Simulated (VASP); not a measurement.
Wanted: the native input for a VASP 6.6.1 run.

```yaml
Task: single point
Functional: PBEsol
Potentials_or_basis: VASP PAW PBE potentials, release 64 (K_sv, Cl)
Cutoff: 520 eV
k_mesh: 7 × 7 × 7
Occupations: fermi-dirac, width 0.03 eV
Spin: no spin polarisation
Dipole_correction: no
Further_INCAR_settings: ALGO = Normal; EDIFF = 1e-06; NBANDS = 15
```

The structure of KCl lies in POSCAR:

```
KCl
1.0
    0.0000000000      3.1561000000      3.1245390000
    3.1561000000      0.0000000000      3.1245390000
    3.1561000000      3.1561000000      0.0000000000
K Cl
1 1
Direct
    0.0000000000      0.0000000000      0.0000000000
    0.5000000000      0.5000000000      0.5000000000
```

This cell differs from its parent crystal: zz strain of -1 %.

These files were run (other wordings do the same):

INCAR

```
SYSTEM = KCl
PREC = Accurate
ENCUT = 520
EDIFF = 1E-6
ISMEAR = -1
SIGMA = 0.03
LREAL = .FALSE.
LASPH = .TRUE.
NELM = 80
ALGO = Normal
ISIF = 2
LWAVE = .FALSE.
LCHARG = .FALSE.
GGA = PS
NBANDS = 15
```

KPOINTS

```
regular mesh
0
G
  7 7 7
  0 0 0
```

Potentials or basis: VASP PAW PBE potentials, release 64 (K_sv, Cl).

Launch:

```bash
$ cat potpaw_PBE.64/K_sv/POTCAR potpaw_PBE.64/Cl/POTCAR > POTCAR
$ mpirun -np 1 vasp_std > vasp.out
```

Results of the run:

```
Pressure               : -0.4 GPa
Band gap on the k mesh : 5.02 eV
```

Caveat: the cell differs from its parent crystal (zz strain of -1 %); the PAW data sets were made with another functional, which shifts forces and pressure a little; an odd mesh through Γ misses points on the zone boundary, where band edges can lie.

Wall time 40 s on 1 thread of Intel Xeon 8259CL, on a shared host, peak memory 0.22 GiB.
